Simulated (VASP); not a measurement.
# SrAsO3 (Pm-3m) in VASP: further runs, part 2 of 2

VASP 6.6.1. The steps go on from the part before.

## 3. Single point, LDA

This run uses another cell than the first one, of 13.19 Å³/atom, 1.024 times its volume.

INCAR

```
SYSTEM = SrAsO3
PREC = Accurate
ENCUT = 520
EDIFF = 1E-7
ISMEAR = 1
SIGMA = 0.1
LREAL = .False.
LASPH = .True.
NELM = 80
ALGO = Normal
ISIF = 2
LWAVE = .False.
LCHARG = .False.
NBANDS = 24
```

KPOINTS

```
Automatic mesh
0
Gamma
  6 6 6
  0 0 0
```

POSCAR

```
SrAsO3
1.0
    4.0400525344      0.0000000000      0.0000000000
    0.0000000000      4.0400525344      0.0000000000
    0.0000000000      0.0000000000      4.0400525344
Sr As O
1 1 3
Direct
    0.0000000000      0.0000000000      0.0000000000
    0.5000000000      0.5000000000      0.5000000000
    0.5000000000      0.5000000000      0.0000000000
    0.5000000000      0.0000000000      0.5000000000
    0.0000000000      0.5000000000      0.5000000000
```

Potentials or basis: VASP PAW LDA potentials, release 64 (Sr_sv, As, O).

Run with:

```bash
> cat potpaw_LDA.64/Sr_sv/POTCAR potpaw_LDA.64/As/POTCAR potpaw_LDA.64/O/POTCAR > POTCAR
> mpirun -np 1 vasp_std > vasp.out
```

OUTCAR:

```text
SYSTEM = SrAsO3
   PREC = Accurate
   ENCUT = 520
   EDIFF = 1E-7
   ISMEAR = 1
   LREAL = .False.
   LASPH = .True.
   NELM = 80
   ISIF = 2

 ion  position               nearest neighbor table
   1  0.000  0.000  0.000-   3 2.86   4 2.86   5 2.86   4 2.86   5 2.86   3 2.86   5 2.86   5 2.86
                             3 2.86   4 2.86   4 2.86   3 2.86   2 3.50   2 3.50   2 3.50   2 3.50
   2  0.500  0.500  0.500-   3 2.02   4 2.02   5 2.02   3 2.02   4 2.02   5 2.02   1 3.50   1 3.50
                             1 3.50   1 3.50   1 3.50   1 3.50   1 3.50   1 3.50
   3  0.500  0.500  0.000-   2 2.02   2 2.02   1 2.86   1 2.86   1 2.86   1 2.86
   4  0.500  0.000  0.500-   2 2.02   2 2.02   1 2.86   1 2.86   1 2.86   1 2.86
   5  0.000  0.500  0.500-   2 2.02   2 2.02   1 2.86   1 2.86   1 2.86   1 2.86

  LATTYP: Found a simple cubic cell.
 ALAT       =     4.0400525344

  Lattice vectors:

 A1 = (   4.0400525344,   0.0000000000,   0.0000000000)
 A2 = (   0.0000000000,   4.0400525344,   0.0000000000)
 A3 = (   0.0000000000,   0.0000000000,   4.0400525344)

Analysis of symmetry for initial positions (statically):
=====================================================================
[... 176 lines left out ...]
 cond. band min:       4.2792081152   @ k =   0.5000   0.1667   0.0000
 fundamental gap:      0.2008595853
 Fermi energy:         4.0945230748

 k-point     1 :       0.0000    0.0000    0.0000
  band No.  band energies     occupation
      1     -29.7826      2.00000
      2     -15.5950      2.00000
      3     -12.8357      2.00000
      4     -12.8357      2.00000
      5     -11.8626      2.00000
      6     -11.8626      2.00000
[... 529 lines left out ...]
     23      10.8977      0.00000
     24      12.0478      0.00000

------------------------ aborting loop because EDIFF is reached ----------------------------------------

  FORCE on cell =-STRESS in cart. coord.  units (eV):
  Direction    XX          YY          ZZ          XY          YZ          ZX
  --------------------------------------------------------------------------------------
  -------------------------------------------------------------------------------------
  Total       -6.2316440     -6.2316440     -6.2316440     -0.0000000     -0.0000000      0.0000000
  in kB     -151.4091698   -151.4091698   -151.4091698     -0.0000000     -0.0000000      0.0000000
  external PRESSURE =    -151.4091698 kB  Pullay stress =       0.0000000 kB

 VOLUME and BASIS-vectors are now :
 -----------------------------------------------------------------------------
  energy-cutoff  :      520.00
  volume of cell :       65.94
      direct lattice vectors                 reciprocal lattice vectors
     4.040052534  0.000000000  0.000000000     0.247521534  0.000000000  0.000000000
     0.000000000  4.040052534  0.000000000     0.000000000  0.247521534  0.000000000
     0.000000000  0.000000000  4.040052534     0.000000000  0.000000000  0.247521534

 POSITION                                       TOTAL-FORCE (eV/Angst)
 -----------------------------------------------------------------------------------
      0.00000      0.00000      0.00000         0.000000      0.000000      0.000000
      2.02003      2.02003      2.02003         0.000000      0.000000      0.000000
      2.02003      2.02003      0.00000         0.000000      0.000000      0.000000
      2.02003      0.00000      2.02003         0.000000      0.000000      0.000000
      0.00000      2.02003      2.02003         0.000000      0.000000      0.000000
 -----------------------------------------------------------------------------------
    total drift:                                0.000000      0.000000     -0.000000

  FREE ENERGIE OF THE ION-ELECTRON SYSTEM (eV)
  ---------------------------------------------------
  free  energy   TOTEN  =       -34.1289319181 eV

  energy  without entropy=      -34.1251200813  energy(sigma->0) =      -34.12766131
```

OSZICAR:

```text
N       E                     dE             d eps       ncg     rms          rms(c)
DAV:   1     0.161510472648E+03    0.16151E+03   -0.17084E+04   960   0.130E+03
DAV:   2    -0.286841429464E+02   -0.19019E+03   -0.18277E+03  1328   0.274E+02
DAV:   3    -0.379268778988E+02   -0.92427E+01   -0.91636E+01  1296   0.576E+01
DAV:   4    -0.381514659651E+02   -0.22459E+00   -0.22447E+00  1304   0.758E+00
DAV:   5    -0.381532266506E+02   -0.17607E-02   -0.17606E-02  1296   0.684E-01    0.164E+01
DAV:   6    -0.343174669409E+02    0.38358E+01   -0.15987E+01  1152   0.229E+01    0.124E+01
DAV:   7    -0.341960838014E+02    0.12138E+00   -0.98960E-01  1248   0.606E+00    0.684E+00
DAV:   8    -0.341351128038E+02    0.60971E-01   -0.23381E-01  1232   0.350E+00    0.687E-01
DAV:   9    -0.341290966312E+02    0.60162E-02   -0.23582E-02  1296   0.975E-01    0.258E-01
DAV:  10    -0.341289328471E+02    0.16378E-03   -0.19401E-03  1416   0.265E-01    0.569E-02
DAV:  11    -0.341289382707E+02   -0.54236E-05   -0.29937E-04  1344   0.104E-01    0.338E-02
DAV:  12    -0.341289318050E+02    0.64657E-05   -0.45155E-05  1176   0.449E-02    0.753E-03
DAV:  13    -0.341289319774E+02   -0.17234E-06   -0.24232E-06  1248   0.106E-02    0.352E-03
DAV:  14    -0.341289319181E+02    0.59254E-07   -0.23855E-07  1056   0.334E-03
   1 F= -.34128932E+02 E0= -.34127661E+02  d E =-.381184E-02
```

Wall time 13 s (1 thread of Intel Xeon 6975P-C (Granite Rapids), shared host); peak memory 0.16 GiB.

What came out:

```yaml
Free_energy: -34.1289 eV
Pressure: -15.1 GPa
```

Caveat: an odd number of electrons without spin polarisation forces a metal; a magnetic or distorted state may lie lower.
